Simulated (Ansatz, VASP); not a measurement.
## Y2SiF2 in VASP and in Ansatz

```
Y Si F
1.0
     5.76794    0.00000    0.00000
    -2.88397    4.99518    0.00000
     0.00000    0.00000    5.60801
Y Si F
2 1 2
Direct
  0.66667 0.33333 0.00000
  0.33333 0.66667 0.00000
  0.00000 0.00000 0.50000
  0.00000 0.00000 0.20039
  0.00000 0.00000 0.79961
```

Alike in both runs: functional PBE; k mesh 6 × 6 × 4; occupations gaussian, width 0.1 eV; no spin polarisation.

Ansatz relaxed the structure, and its values are those at the end. VASP's run is a single point on that final structure, the one shown.

```csv
,VASP,Ansatz
version,VASP 6.6.1,Ansatz 0.2.0
potentials or method,"VASP PAW PBE potentials, release 64 (Y_sv, Si, F_h), cutoff 910 eV","scalar-relativistic, plane waves, PAW"
valence electrons in the cell,40,40
```

```tsv
	VASP	Ansatz	Ansatz less VASP
gap on the k mesh at the Fermi level (eV)	none	none	-
rms of the force components (eV/Å)	0.029	0.002	-0.0272
```

A gap of «none» marks a metal or a gap that the smearing closes. With one functional, cell and mesh, what is left measures potentials, basis and numerics.

Noted on VASP's run: the cutoff is short for stress, so the pressure is rough.
